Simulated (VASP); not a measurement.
Wanted: the native input for a VASP 6.6.1 run.

* Task: single point
* Functional: HSE06
* Potentials or basis: VASP PAW PBE potentials, release 64 (In_d, P)
* Cutoff: 520 eV
* k mesh: 6 × 6 × 6
* Occupations: gaussian, width 0.01 eV
* Spin: no spin polarisation
* Dipole correction: no
* Grid for exact exchange (PRECFOCK): Normal
* Further INCAR settings: ALGO = Normal; EDIFF = 1e-06; NBANDS = 16
* Share of exact exchange: 0.25
* Screening parameter: 0.2079 1/Å

InP:

```
In P
1.0
     0.00000    2.83564    3.07705
     2.83564    0.00000    3.07705
     2.83564    2.83564    0.00000
In P
1 1
Cartesian
  0.0000 0.0000 0.0000
  1.4178 1.4178 1.5385
```

This cell differs from its parent crystal: epitaxial xy strain -4.0%.

The input as run:

POSCAR

```
InP
1.0
    0.0000000000      2.8356361294      3.0770474638
    2.8356361294      0.0000000000      3.0770474638
    2.8356361294      2.8356361294      0.0000000000
In P
1 1
Direct
    0.0000000000      0.0000000000      0.0000000000
    0.2500000000      0.2500000000      0.2500000000
```

INCAR.step1

```
PREC = Accurate ; ENCUT = 520
EDIFF = 1E-5 ; ISMEAR = 0
SIGMA = 0.01 ; LREAL = False
LASPH = True ; NELM = 100
ALGO = Normal ; ISIF = 2
LWAVE = True ; LCHARG = False
GGA = PE ; NBANDS = 16
KPAR = 4
```

INCAR.step2

```
PREC = Accurate ; ENCUT = 520
EDIFF = 1E-6 ; ISMEAR = 0
SIGMA = 0.01 ; LREAL = False
LASPH = True ; NELM = 100
ALGO = Normal ; ISIF = 2
LWAVE = False ; LCHARG = False
GGA = PE ; LHFCALC = True
HFSCREEN = 0.2079 ; PRECFOCK = Normal
ISTART = 1 ; NBANDS = 16
KPAR = 4
```

KPOINTS

```
Automatic mesh
0
Gamma
  6 6 6
```

Potentials or basis: VASP PAW PBE potentials, release 64 (In_d, P).

Command:

```bash
$ cat potpaw_PBE.64/In_d/POTCAR potpaw_PBE.64/P/POTCAR > POTCAR
$ cp INCAR.step1 INCAR
$ mpirun -np 4 vasp_std > vasp.out
$ cp INCAR.step2 INCAR
$ mpirun -np 4 vasp_std > vasp.out
```

It gave:

```yaml
Pressure: 2.5 GPa
Band_gap_on_the_k_mesh: 1.41 eV
```

Caveat: the cell differs from its parent crystal (epitaxial xy strain -4.0%); the PAW data sets were made with another functional, which shifts forces and pressure a little; spin-orbit coupling is left out, which moves the levels of the heavy elements.

Run time: 47 min on 4 MPI ranks on Oxide Virtual Turin-like Processor, on a shared host, peak memory 0.28 GiB a rank.
